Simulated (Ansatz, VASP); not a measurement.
**Two plane-wave programs on CaH**

File INCAR:

```
PREC = Accurate
ENCUT = 600
EDIFF = 1E-7
ISMEAR = 0
SIGMA = 0.1
LREAL = F
LASPH = T
NELM = 100
ALGO = Normal
ISIF = 3
LWAVE = F
LCHARG = F
GGA = PE
IBRION = 2
NSW = 100
EDIFFG = -0.01
```

KPOINTS

```
regular mesh
0
Gamma
  15 15 8
```

Contents of POSCAR:

```
CaH
1.0
    3.7365000000      0.0000000000      0.0000000000
   -1.8682500000      3.2359039200      0.0000000000
    0.0000000000      0.0000000000      6.1562186400
Ca H
2 2
Direct
    0.3333333300      0.6666666700      0.7500000000
    0.6666666700      0.3333333300      0.2500000000
    0.0000000000      0.0000000000      0.0000000000
    0.0000000000      0.0000000000      0.5000000000
```

Input for Ansatz:

```yaml
crystal:
  lattice:
    - [3.7365, 0.0, 0.0]
    - [-1.86825, 3.23590392, 0.0]
    - [0.0, 0.0, 6.15621864]
  atoms:
    - { symbol: Ca, position: [0.33333333, 0.66666667, 0.75] }
    - { symbol: Ca, position: [0.66666667, 0.33333333, 0.25] }
    - { symbol: H, position: [0.0, 0.0, 0.0] }
    - { symbol: H, position: [0.0, 0.0, 0.5] }
basis:
  ecutwfc: 420
kpoints:
  mp_grid: { grid: [15, 15, 8] }
hamiltonian:
  xc: pbe
scf:
  occupations: { method: gaussian, width: 0.1 }
output:
  forces: true
  stress: true
  eigenvalues: true
  write_density: true
  write_potential: true
  elf: true
  volumetric_format: npy
relax:
  adjacent_minimum: "off"
  f_tol: 0.01
  max_steps: 80
  cell: { stress_tol: 0.05 }
```

Alike in both runs: task relaxation of cell and atoms; functional PBE; k mesh 15 × 15 × 8; occupations gaussian, width 0.1 eV; no spin polarisation.

```csv
,VASP,Ansatz
version,VASP 6.6.1,Ansatz 0.2.0
potentials or method,"VASP PAW PBE potentials, release 64 (Ca_sv, H), cutoff 600 eV","scalar-relativistic, plane waves, PAW"
valence electrons in the cell,22,22
```

```csv
,VASP,Ansatz,Ansatz less VASP
"gap on the k mesh at the Fermi level, each at its own relaxed structure (eV)",none,none,-
relaxed volume (Å³/atom),17.38,17.33,-0.045
relaxed cell length with the largest relative difference (Å),3.719,3.716,-0.0033
```

A gap of «none» marks a metal or a gap that the smearing closes.
